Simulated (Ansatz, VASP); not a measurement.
## Two plane-wave programs on LiBeF3

```
Li Be F
1.0
     2.76952   -0.00496   -0.00232
     0.00759    4.73074   -1.03810
     0.00429   -2.04857    9.45804
Li Be F
2 2 6
Direct
  0.50001 0.69286 0.15316
  0.50000 0.69456 0.65289
  0.99999 0.05599 0.47258
  0.00001 0.05399 0.97261
  0.49999 0.94655 0.52810
  0.50001 0.94338 0.02753
  0.99999 0.40220 0.54677
  0.00001 0.40016 0.04768
  0.00000 0.90512 0.29935
  0.00001 0.90519 0.79935
```

Change from the starting cell: cell x2, atoms moved at random (sigma 0.1 Å) and cell strained at random (1.5 %), then relaxed without symmetry.

Alike in both runs: functional PBE; k mesh 4 × 4 × 2; occupations gaussian, width 0.1 eV; no spin polarisation.

Ansatz relaxed the structure, and its values are those at the end. VASP's run is a single point on that final structure, the one shown.

```csv
,VASP,Ansatz
version,VASP 6.6.1,Ansatz 0.2.0
potentials or method,"VASP PAW PBE potentials, release 64 (Li_sv, Be, F), cutoff 520 eV","scalar-relativistic, plane waves, PAW"
valence electrons in the cell,52,52
```

Ansatz gave:

```
gap on the k mesh at the Fermi level (eV) : 7.54
least direct gap on the mesh (eV)         : 7.58
rms of the force components (eV/Å)        : 0.001
```

Estimate VASP's values.

gap on the k mesh at the Fermi level (eV): 7.52; least direct gap on the mesh (eV): 7.57; rms of the force components (eV/Å): 0.017.

The functional is the same, so the differences come from potentials, cutoffs and numerics.

The k mesh is coarse, so the values compare programs but aren't converged. Noted on VASP's run: the cutoff is short for stress, so the pressure is rough.
